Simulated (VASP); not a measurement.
# CdTe in VASP: further runs

CdTe is run at these levels: PBEsol; tasks: single point.

Program: VASP 6.6.1. These are calculated values, not measurements. Logs are shortened: lines on timing, memory, paths and dates and some standing lists are left out, and cuts for length are marked.

## Step 1: The cell of the first run

The cell holds a wire or tube with vacuum around it, 2 atoms: a = 9.000 Å, b = 9.300 Å, c = 5.058 Å, α = 90.00°, β = 90.00°, γ = 90.00°.

## Step 2: Single point, PBEsol, collinear spin

INCAR

```
SYSTEM = CdTe
ALGO     = Normal         ! electronic algorithm
EDIFF    = 1E-6           ! SCF threshold, eV
ENCUT    = 520            ! plane-wave cutoff, eV
GGA      = PS             ! functional
ISIF     = 2              ! what is computed and relaxed
ISMEAR   = 0              ! smearing method
ISPIN    = 2              ! spin polarisation
LASPH    = .True.         ! aspherical terms in the spheres
LCHARG   = .False.        ! write CHGCAR
LORBIT   = 11             ! projections on sites
LREAL    = .False.        ! projectors in reciprocal space
LWAVE    = .False.        ! write WAVECAR
MAGMOM   = 0.5 0.5        ! initial moments
NBANDS   = 20             ! bands
NELM     = 150            ! most SCF steps
PREC     = Accurate       ! precision mode
SIGMA    = 0.05           ! smearing width, eV
```

KPOINTS

```
k-points
0
Gamma
  1 1 13
  0 0 0
```

POSCAR

```
CdTe
1.0
    9.0000000000      0.0000000000      0.0000000000
    0.0000000000      9.3000000000      0.0000000000
    0.0000000000      0.0000000000      5.0579422051
Cd Te
1 1
Direct
    0.5000000000      0.5000000000      0.0000000000
    0.5000000000      0.5000000000      0.4650000000
```

Potentials or basis: VASP PAW PBE potentials, release 64 (Cd, Te).

Launch:

```console
cat potpaw_PBE.64/Cd/POTCAR potpaw_PBE.64/Te/POTCAR > POTCAR
mpirun -np 1 vasp_std > vasp.out
```

OUTCAR:

```text
SYSTEM = CdTe
   EDIFF = 1E-6
   ENCUT = 520
   GGA = PS
   ISIF = 2
   ISMEAR = 0
   ISPIN = 2
   LASPH = .True.
   LORBIT = 11
   LREAL = .False.
   NELM = 150
   PREC = Accurate

 ion  position               nearest neighbor table
   1  0.500  0.500  0.000-   2 2.35   2 2.71
   2  0.500  0.500  0.465-   1 2.35   1 2.71

  LATTYP: Found a simple orthorhombic cell.
 ALAT       =     5.0579422051
 B/A-ratio  =     1.7793797626
 C/A-ratio  =     1.8386924213

  Lattice vectors:

 A1 = (   0.0000000000,   0.0000000000,   5.0579422051)
 A2 = (   9.0000000000,   0.0000000000,   0.0000000000)
 A3 = (   0.0000000000,   9.3000000000,   0.0000000000)

Analysis of symmetry for initial positions (statically):
=====================================================================
 Subroutine PRICEL returns:
 Original cell was already a primitive cell.

 Routine SETGRP: Setting up the symmetry group for a
 simple orthorhombic supercell.

 Subroutine GETGRP returns: Found  4 space group operations
 (whereof  4 operations were pure point group operations)
 out of a pool of  8 trial point group operations.

The static configuration has the point symmetry C_2v.

Analysis of symmetry for dynamics (positions and initial velocities):
=====================================================================
 Subroutine PRICEL returns:
 Original cell was already a primitive cell.

 Routine SETGRP: Setting up the symmetry group for a
 simple orthorhombic supercell.

 Subroutine GETGRP returns: Found  4 space group operations
 (whereof  4 operations were pure point group operations)
 out of a pool of  8 trial point group operations.

The dynamic configuration has the point symmetry C_2v.

Analysis of structural, dynamic, and magnetic symmetry:
=====================================================================
 Subroutine PRICEL returns:
 Original cell was already a primitive cell.

 Routine SETGRP: Setting up the symmetry group for a
 simple orthorhombic supercell.

 Subroutine GETGRP returns: Found  4 space group operations
 (whereof  4 operations were pure point group operations)
 out of a pool of  8 trial point group operations.

The overall configuration has the point symmetry C_2v.

 Subroutine INISYM returns: Found  4 space group operations
 (whereof  4 operations are pure point group operations),
 and found     1 'primitive' translations

----------------------------------------------------------------------------------------

                                     Primitive cell

  volume of cell :     423.3498

  direct lattice vectors                    reciprocal lattice vectors
     9.000000000  0.000000000  0.000000000     0.111111111  0.000000000  0.000000000
     0.000000000  9.300000000  0.000000000     0.000000000  0.107526882  0.000000000
     0.000000000  0.000000000  5.057942205     0.000000000  0.000000000  0.197708863

  length of vectors
     9.000000000  9.300000000  5.057942205     0.111111111  0.107526882  0.197708863

  position of ions in fractional coordinates (direct lattice)
     0.500000000  0.500000000  0.000000000
     0.500000000  0.500000000  0.465000000

  ion indices of the primitive-cell ions
   primitive index   ion index
                 1           1
                 2           2

----------------------------------------------------------------------------------------

 KPOINTS: k-points

Automatic generation of k-mesh.
 Grid dimensions read from file:
 generate k-points for:    1    1   13

 Generating k-lattice:

  Cartesian coordinates                     Fractional coordinates (reciprocal lattice)
     0.111111111  0.000000000  0.000000000     1.000000000  0.000000000  0.000000000
     0.000000000  0.107526882  0.000000000     0.000000000  1.000000000  0.000000000
     0.000000000  0.000000000  0.015208374     0.000000000  0.000000000  0.076923077

  Length of vectors
     0.111111111  0.107526882  0.015208374

  Shift w.r.t. Gamma in fractional coordinates (k-lattice)
     0.000000000  0.000000000  0.000000000

 Subroutine IBZKPT returns following result:
 ===========================================

 Found      7 irreducible k-points:

 Following reciprocal coordinates:
            Coordinates               Weight
  0.000000  0.000000  0.000000      1.000000
  0.000000  0.000000  0.076923      2.000000
  0.000000  0.000000  0.153846      2.000000
  0.000000  0.000000  0.230769      2.000000
  0.000000  0.000000  0.307692      2.000000
  0.000000  0.000000  0.384615      2.000000
  0.000000  0.000000  0.461538      2.000000
   k-points           NKPTS =      7   k-points in BZ     NKDIM =      7   number of bands    NBANDS=     20
   number of dos      NEDOS =    301   number of ions     NIONS =      2
   total plane-waves  NPLWV = 196000
   dimension x,y,z NGX =    70 NGY =   70 NGZ =   40
   dimension x,y,z NGXF=   140 NGYF=  140 NGZF=   80
   ions per type =               1   1
   NGX,Y,Z   is equivalent  to a cutoff of  12.93, 12.51, 13.15 a.u.
   NGXF,Y,Z  is equivalent  to a cutoff of  25.86, 25.03, 26.29 a.u.
 SYSTEM =  CdTe
   PREC   = accura    normal or accurate (medium, high low for compatibility)
   ISTART =      0    job   : 0-new  1-cont  2-samecut
   ICHARG =      2    charge: 1-file 2-atom 10-const
   ISPIN  =      2    spin polarized calculation?
   LNONCOLLINEAR =      F non collinear calculations
   LSORBIT =      F    spin-orbit coupling
   LASPH  =      T    aspherical Exc in radial PAW
   ENCUT  =  520.0 eV  38.22 Ry    6.18 a.u.  16.73 17.29  9.40*2*pi/ulx,y,z
   NELM   =    150;   NELMIN=  2; NELMDL= -5     # of ELM steps
   EDIFF  = 0.1E-05   stopping-criterion for ELM
   LREAL  =      F    real-space projection
   EDIFFG = 0.1E-04   stopping-criterion for IOM
   NSW    =      0    number of steps for IOM
   IBRION =     -1    ionic relax: 0-MD 1-quasi-New 2-CG
   NFREE  =      0    steps in history (QN), initial steepest desc. (CG)
   ISIF   =      2    stress and relaxation
   ISYM   =      2    0-nonsym 1-usesym 2-fastsym
   POTIM  = 0.5000    time-step for ionic-motion
   TEBEG  =    0.0;   TEEND  =   0.0 temperature during run
   PSTRESS=    0.0 pullay stress
   NELECT =      18.0000    total number of electrons
   NUPDOWN=      -1.0000    fix difference up-down
   EMIN   =  10.00;   EMAX   =-10.00  energy-range for DOS
   EFERMI =   0.00;   METHOD = LEGACY
   ISMEAR =     0;   SIGMA  =   0.05  broadening in eV -4-tet -1-fermi 0-gaus
   EFERMI_NEDOS =   21; number of points for ismear=-14 and -15
   IALGO  =     38    algorithm
   IMIX   =      4    mixing-type and parameters
     AMIX     =   0.40;   BMIX     =  1.00
     AMIX_MAG =   1.60;   BMIX_MAG =  1.00
  volume/ion in A,a.u.               =     211.67      1428.45
  Fermi-wavevector in a.u.,A,eV,Ry     =   0.571390  1.079770  4.442117  0.326486
  Thomas-Fermi vector in A             =   1.611833
   LORBIT       =     11    0 simple, 1 ext, 2 COOP (PROOUT), +10 PAW based schemes
   GGA     = PS    functional components
   LHFCALC =     F    Hartree Fock is set to
   AEXX    =    0.0000 exact exchange contribution
   IVDW    =     0    specifies the selected vdW correction
   LEPSILON=     F    determine dielectric tensor
   LRPA    =     F    only Hartree local field effects (RPA)
 spin polarized calculation
 Gauss-broadening in eV      SIGMA  =   0.05
  energy-cutoff  :      520.00
  volume of cell :      423.35
 maximum number of plane-waves:     11425
 NGX is ok and might be reduce to    70
   NGX = 33   NGY = 35   NGZ = 19

 number of electron      17.9999999 magnetization       0.0000204

 number of electron      17.9999999 magnetization      -0.0000101

 Free energy of the ion-electron system (eV)
  ---------------------------------------------------
  ext. energy  EPLUGINS =         0.00000000
  ---------------------------------------------------
  free energy    TOTEN  =        -2.99442455 eV

  energy without entropy =       -2.99342428  energy(sigma->0) =       -2.99392442

 E-fermi :  -4.1745     XC(G=0):  -2.3852

 val. band max:       -4.2569800585   @ k =   0.0000   0.0000   0.4615
 cond. band min:      -4.1116592552   @ k =   0.0000   0.0000   0.0000
 fundamental gap:      0.1453208032
 Fermi energy:        -4.1744594428

 spin component 1

 k-point     1 :       0.0000    0.0000    0.0000
  band No.  band energies     occupation
      1     -15.5419      1.00000
      2     -13.0967      1.00000
      3     -13.0967      1.00000
      4     -12.8471      1.00000
      5     -12.8471      1.00000
      6     -11.9545      1.00000
[... 12 lines left out ...]
     19       4.1308      0.00000
     20       4.1494      0.00000
[... 116 lines left out ...]
 k-point     7 :       0.0000    0.0000    0.4615
  band No.  band energies     occupation
      1     -14.6040      1.00000
      2     -13.3584      1.00000
      3     -13.1589      1.00000
      4     -13.1589      1.00000
      5     -12.8469      1.00000
      6     -12.8469      1.00000
[... 12 lines left out ...]
     19       3.6579      0.00000
     20       3.9717      0.00000
 Fermi energy:        -4.1744594428

 spin component 2

 k-point     1 :       0.0000    0.0000    0.0000
  band No.  band energies     occupation
      1     -15.5419      1.00000
      2     -13.0967      1.00000
      3     -13.0967      1.00000
      4     -12.8471      1.00000
      5     -12.8471      1.00000
      6     -11.9545      1.00000
[... 12 lines left out ...]
     19       4.1313      0.00000
     20       4.1497      0.00000
[... 116 lines left out ...]
 k-point     7 :       0.0000    0.0000    0.4615
  band No.  band energies     occupation
      1     -14.6041      1.00000
      2     -13.3584      1.00000
      3     -13.1589      1.00000
      4     -13.1589      1.00000
      5     -12.8469      1.00000
      6     -12.8469      1.00000
[... 12 lines left out ...]
     19       3.6618      0.00000
     20       3.9483      0.00000

------------------------ aborting loop because EDIFF is reached ----------------------------------------

  FORCE on cell =-STRESS in cart. coord.  units (eV):
  Direction    XX          YY          ZZ          XY          YZ          ZX
  --------------------------------------------------------------------------------------
  -------------------------------------------------------------------------------------
  Total        0.0522356      0.0348793      4.0900374      0.0000000      0.0000000      0.0000000
  in kB        0.1976869      0.1320014     15.4788447      0.0000000      0.0000000      0.0000000
  external PRESSURE =       5.2695110 kB  Pullay stress =       0.0000000 kB

 VOLUME and BASIS-vectors are now :
 -----------------------------------------------------------------------------
  energy-cutoff  :      520.00
  volume of cell :      423.35
      direct lattice vectors                 reciprocal lattice vectors
     9.000000000  0.000000000  0.000000000     0.111111111  0.000000000  0.000000000
     0.000000000  9.300000000  0.000000000     0.000000000  0.107526882  0.000000000
     0.000000000  0.000000000  5.057942205     0.000000000  0.000000000  0.197708863

 POSITION                                       TOTAL-FORCE (eV/Angst)
 -----------------------------------------------------------------------------------
      4.50000      4.65000      0.00000         0.000000      0.000000     -3.595104
      4.50000      4.65000      2.35194         0.000000      0.000000      3.595104
 -----------------------------------------------------------------------------------
    total drift:                                0.000000      0.000000      0.000051

  FREE ENERGIE OF THE ION-ELECTRON SYSTEM (eV)
  ---------------------------------------------------
  free  energy   TOTEN  =        -2.9944245484 eV

  energy  without entropy=       -2.9934242837  energy(sigma->0) =       -2.99392442

 total charge

# of ion       s       p       d       tot
------------------------------------------
    1        0.510   0.285   9.546  10.342
    2        1.318   2.137   0.018   3.474
--------------------------------------------------
tot          1.828   2.423   9.565  13.815

 magnetization (x)

# of ion       s       p       d       tot
------------------------------------------
    1       -0.000  -0.000   0.000  -0.000
    2        0.000  -0.000  -0.000  -0.000
--------------------------------------------------
tot         -0.000  -0.000   0.000  -0.000
```

Wall time 6.1 min (1 thread of Intel Xeon 8259CL, shared host); peak memory 0.64 GiB.

Results:

| Item | Value |
| --- | --- |
| Free energy | -2.9944 eV |
| Largest force | 3.595 eV/Å |
| Net moment | 0.00 μB per cell |
| Valence electrons inside the program's atomic spheres | Cd 10.34; Te 3.47 |

Forces on the atoms (eV/Å):
```
Cd   0.000  0.000 -3.595
Te   0.000  0.000  3.595
```

Caveat: the PAW data sets were made with another functional, which shifts forces and pressure a little; spin-orbit coupling is left out, which moves the levels of the heavy elements.

## Step 3: Single point, PBEsol, collinear spin

This run uses another cell than the first one.

INCAR

```
  PREC = Accurate
  ENCUT = 520
  EDIFF = 1E-6
  ISMEAR = 0
  SIGMA = 0.05
  LREAL = False
  LASPH = True
  NELM = 150
  ALGO = Normal
  ISIF = 2
  LWAVE = False
  LCHARG = True
  ISPIN = 2
  MAGMOM = 0.5 0.5
  LORBIT = 11
  GGA = PS
  LELF = True
  LVHAR = True
  NBANDS = 20
```

KPOINTS

```
Automatic mesh
0
Gamma
  1 1 14
```

POSCAR

```
CdTe
1.0
   10.1000000000      0.0000000000      0.0000000000
    0.0000000000      9.3000000000      0.0000000000
    0.0000000000      0.0000000000      4.5521479846
Cd Te
1 1
Direct
    0.4436615348      0.5000000000      0.0000000000
    0.5563384652      0.5000000000      0.5000000000
```

Potentials or basis: VASP PAW PBE potentials, release 64 (Cd, Te).

Launch:

```console
cat potpaw_PBE.64/Cd/POTCAR potpaw_PBE.64/Te/POTCAR > POTCAR
mpirun -np 1 vasp_std > vasp.out
```

Run time: 6.9 min. Hardware: 1 thread of Intel Xeon 8259CL, shared host; peak memory 0.67 GiB.

It converged, with:

* Free energy: -3.8171 eV
* Largest force: 0.483 eV/Å
* Band gap on the k mesh: 1.74 eV
* Net moment: 0.00 μB per cell
* Valence electrons inside the program's atomic spheres: Cd 10.37; Te 3.44

Forces on the atoms (eV/Å):
```
Cd  -0.483  0.000  0.000
Te   0.483  0.000  0.000
```

Levels at points of the mesh, in eV from the valence-band top:
Spin up:
| k point | band 6 | band 7 | band 8 | band 9 | band 10 | band 11 | band 12 | band 13 |
| --- | --- | --- | --- | --- | --- | --- | --- | --- |
| (0.00, 0.00, 0.00) | -7.77 | -1.87 | -0.93 | -0.81 | 1.96 | 3.59 | 4.53 | 4.76 |
| (0.00, 0.00, 0.50) | -7.70 | -4.07 | -0.95 | 0.00 | 1.74 | 3.36 | 5.42 | 6.04 |
Spin down:
```csv
k point,band 5,band 6,band 7,band 8,band 9,band 10,band 11,band 12,band 13,band 14
"(0.00, 0.00, 0.00)",-8.21,-7.77,-1.87,-0.93,-0.81,1.96,3.59,4.53,4.77,5.63
"(0.00, 0.00, 0.50)",-8.21,-7.70,-4.07,-0.95,0.00,1.74,3.36,5.42,6.04,6.70
```

Caveat: the PAW data sets were made with another functional, which shifts forces and pressure a little; spin-orbit coupling is left out, which moves the levels of the heavy elements.

## Step 4: Single point, PBEsol, collinear spin

This run uses another cell than the first one.

INCAR

```
PREC = Accurate ; ENCUT = 520
EDIFF = 1E-6 ; ISMEAR = 0
SIGMA = 0.05 ; LREAL = False
LASPH = True ; NELM = 150
ALGO = Normal ; ISIF = 2
LWAVE = False ; LCHARG = False
ISPIN = 2 ; MAGMOM = 0.5 0.5
LORBIT = 11 ; GGA = PS
NBANDS = 20
```

KPOINTS

```
regular mesh
0
Gamma
  1 1 14
```

POSCAR

```
CdTe
1.0
   10.1000000000      0.0000000000      0.0000000000
    0.0000000000      9.3000000000      0.0000000000
    0.0000000000      0.0000000000      4.7753324278
Cd Te
1 1
Direct
    0.4462430668      0.5000000000      0.0000000000
    0.5537569332      0.5000000000      0.5000000000
```

Launch:

```console
cat potpaw_PBE.64/Cd/POTCAR potpaw_PBE.64/Te/POTCAR > POTCAR
mpirun -np 1 vasp_std > vasp.out
```

Run time: 6.4 min. Hardware: 1 thread of Intel Xeon 8259CL, shared host; peak memory 0.69 GiB.

It converged, with:

```
Free energy                                           : -3.8962 eV
Largest force                                         : 0.037 eV/Å
Band gap on the k mesh                                : 1.56 eV (least direct gap 1.79 eV)
Net moment                                            : 0.00 μB per cell
Valence electrons inside the program's atomic spheres : Cd 10.32; Te 3.40
```

Forces on the atoms (eV/Å):
```
Cd  -0.037  0.000  0.000
Te   0.037  0.000  0.000
```

Levels at points of the mesh, in eV from the valence-band top:
Spin up:
```csv
k point,band 6,band 7,band 8,band 9,band 10,band 11,band 12,band 13
"(0.00, 0.00, 0.00)",-7.74,-1.74,-1.16,-0.67,1.56,3.56,4.54,4.78
"(0.00, 0.00, 0.50)",-7.78,-3.90,-0.82,0.00,1.79,3.35,5.37,5.97
```
Spin down:
```
           k point  band 6  band 7  band 8  band 9  band 10  band 11  band 12  band 13
(0.00, 0.00, 0.00)   -7.74   -1.74   -1.16   -0.67     1.56     3.56     4.54     4.79
(0.00, 0.00, 0.50)   -7.78   -3.90   -0.82    0.00     1.79     3.35     5.37     5.98
```

Caveat: the PAW data sets were made with another functional, which shifts forces and pressure a little; spin-orbit coupling is left out, which moves the levels of the heavy elements.

## Step 5: Summary

| cell | k mesh | gap on the mesh (eV) | moment (μB) | largest force (eV/Å) |
| --- | --- | --- | --- | --- |
| a = 9.000, b = 9.300, c = 5.058 Å, 2 atoms, atomic positions A | 1 × 1 × 13 | - | 0.00 | 3.60 |
| a = 10.100, b = 9.300, c = 4.552 Å, 2 atoms, atomic positions B | 1 × 1 × 14 | 1.74 | 0.00 | 0.48 |
| a = 10.100, b = 9.300, c = 4.775 Å, 2 atoms, atomic positions C | 1 × 1 × 14 | 1.56 | 0.00 | 0.04 |

Alike in all rows: task single point; level PBEsol; potentials or basis VASP PAW PBE potentials, release 64 (Cd, Te); spin collinear; cutoff (eV) 520; smearing gaussian 0.05 eV.

Caveats: the PAW data sets were made with another functional, which shifts forces and pressure a little; spin-orbit coupling is left out, which moves the levels of the heavy elements.

Total energies depend on the potentials used, so only differences within one code and one set of settings carry meaning.
